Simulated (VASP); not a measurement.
A run of VASP 6.6.1 is set up as follows.

The input POSCAR:

```
ZnS
1.0
    0.0000000000      2.7375567091      2.7375567091
    2.7375567091      0.0000000000      2.7375567091
    2.7375567091      2.7375567091      0.0000000000
Zn S
1 1
Direct
    0.7500000000      0.7500000000      0.7500000000
    0.0000000000      0.0000000000      0.0000000000
```

INCAR.step1

```
SYSTEM = ZnS
PREC     = Accurate       ! precision mode
ENCUT    = 520            ! plane-wave cutoff, eV
ISMEAR   = -1             ! smearing method
SIGMA    = 0.05           ! smearing width, eV
LREAL    = .False.        ! projectors in reciprocal space
LASPH    = .True.         ! aspherical terms in the spheres
NELM     = 60             ! most SCF steps
NBANDS   = 16             ! bands
GGA      = PE             ! functional
ALGO     = Normal         ! electronic algorithm
EDIFF    = 1E-4           ! SCF threshold, eV
LWAVE    = .True.         ! write WAVECAR
LCHARG   = .False.        ! write CHGCAR
```

INCAR.step2

```
SYSTEM = ZnS
PREC     = Accurate       ! precision mode
ENCUT    = 520            ! plane-wave cutoff, eV
EDIFF    = 1E-6           ! SCF threshold, eV
ISMEAR   = -1             ! smearing method
SIGMA    = 0.05           ! smearing width, eV
LREAL    = .False.        ! projectors in reciprocal space
LASPH    = .True.         ! aspherical terms in the spheres
NELM     = 60             ! most SCF steps
ALGO     = Normal         ! electronic algorithm
ISIF     = 2              ! what is computed and relaxed
LWAVE    = .False.        ! write WAVECAR
LCHARG   = .False.        ! write CHGCAR
METAGGA  = R2SCAN         ! meta-GGA
LMIXTAU  = .True.       
NBANDS   = 16             ! bands
ISTART   = 1
```

File KPOINTS:

```
Automatic mesh
0
Gamma
  9 9 9
  0 0 0
```

Potentials or basis: VASP PAW PBE potentials, release 64 (Zn, S).

Launch:

```bash
$ cat potpaw_PBE.64/Zn/POTCAR potpaw_PBE.64/S/POTCAR > POTCAR
$ cp INCAR.step1 INCAR
$ mpirun -np 1 vasp_std > vasp.out
$ cp INCAR.step2 INCAR
$ mpirun -np 1 vasp_std > vasp.out
```

Problem. What does it give for the band gap on the k mesh?

Solution. 2.49 eV, direct.

Problem. Estimate the pressure.

Solution. -3.3 GPa.

Caveat: the PAW data sets were made with another functional, which shifts forces and pressure a little. r2SCAN opens gaps a little over a GGA but as a rule still falls short of measured ones.
